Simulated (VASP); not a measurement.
Set up this calculation in VASP 6.6.1, as the native input.

```yaml
Task: single point
Functional: PBEsol
Potentials_or_basis: VASP PAW PBE potentials, release 64 (O_h)
Cutoff: 1000 eV
k_mesh: 1 × 1 × 1
Occupations: fermi-dirac, width 0.02 eV
Spin: collinear spin, ferromagnetic start
Starting_moments: "[1.0, 1.0] μB"
Dipole_correction: no
Further_INCAR_settings: ALGO = Normal; EDIFF = 1e-06; NBANDS = 17; NELMDL = -8
```

The structure of O2 lies in POSCAR:

```
O
1.0
    9.0000000000      0.0000000000      0.0000000000
    0.0000000000      9.5000000000      0.0000000000
    0.0000000000      0.0000000000     10.0000000000
O
2
Direct
    0.5000000000      0.5000000000      0.4394967595
    0.5000000000      0.5000000000      0.5605032405
```

These files were run (other wordings do the same):

INCAR

```
PREC = Accurate ; ENCUT = 1000
EDIFF = 1E-6 ; ISMEAR = -1
SIGMA = 0.02 ; LREAL = False
LASPH = True ; NELM = 200
ALGO = Normal ; ISIF = 2
LWAVE = False ; LCHARG = False
ISPIN = 2 ; MAGMOM = 1 1
LORBIT = 11 ; GGA = PS
NBANDS = 17 ; GGA_COMPAT = False
NELMDL = -8
```

KPOINTS

```
regular mesh
0
Gamma
  1 1 1
```

Potentials or basis: VASP PAW PBE potentials, release 64 (O_h).

Launch:

```sh
$ cat potpaw_PBE.64/O_h/POTCAR > POTCAR
$ mpirun -np 1 vasp_gam > vasp.out
```

It gave:

```
Largest force                                         : 0.201 eV/Å
Gap between the frontier levels                       : 2.27 eV
Net moment                                            : 2.00 μB per cell
Site moments                                          : O +0.62 μB
Valence electrons inside the program's atomic spheres : O 3.30
```

Caveat: the PAW data sets were made with another functional, which shifts forces and pressure a little.

Wall time 3.4 min on 1 thread of Intel(R) Xeon(R) 6975P-C (Granite Rapids), on a shared host, peak memory 2.2 GiB.
